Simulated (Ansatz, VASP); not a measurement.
# Sn in VASP and in Ansatz

```
Sn
1.0
     5.29144    3.05502    1.74740
    -5.29144    3.05502    1.74740
     0.00000   -6.11003    1.74740
Sn
6
Cartesian
  0.9796 1.7014 1.3151
  -1.9632 -0.0024 1.3151
  0.9837 -1.6990 1.3151
  -0.9796 -1.7014 3.9271
  1.9632 0.0024 3.9271
  -0.9837 1.6990 3.9271
```

Alike in both runs: functional PBE; k mesh 6 × 6 × 6; occupations gaussian, width 0.1 eV; no spin polarisation.

Ansatz relaxed the structure, and its values are those at the end. VASP's run is a single point on that final structure, the one shown.

|  | VASP | Ansatz |
| --- | --- | --- |
| version | VASP 6.6.1 | Ansatz 0.2.0 |
| potentials or method | VASP PAW PBE potentials, release 64 (Sn_d), cutoff 520 eV | scalar-relativistic, plane waves, PAW |
| valence electrons in the cell | 84 | 84 |

|  | VASP | Ansatz | Ansatz less VASP |
| --- | --- | --- | --- |
| gap on the k mesh at the Fermi level (eV) | none | none | - |
| pressure (GPa) | -0.1 | -0.1 | +0.06 |
| rms of the force components (eV/Å) | 0.010 | 0.010 | -0.0001 |

A gap of «none» marks a metal or a gap that the smearing closes. The functional is the same, so the differences come from potentials, cutoffs and numerics.
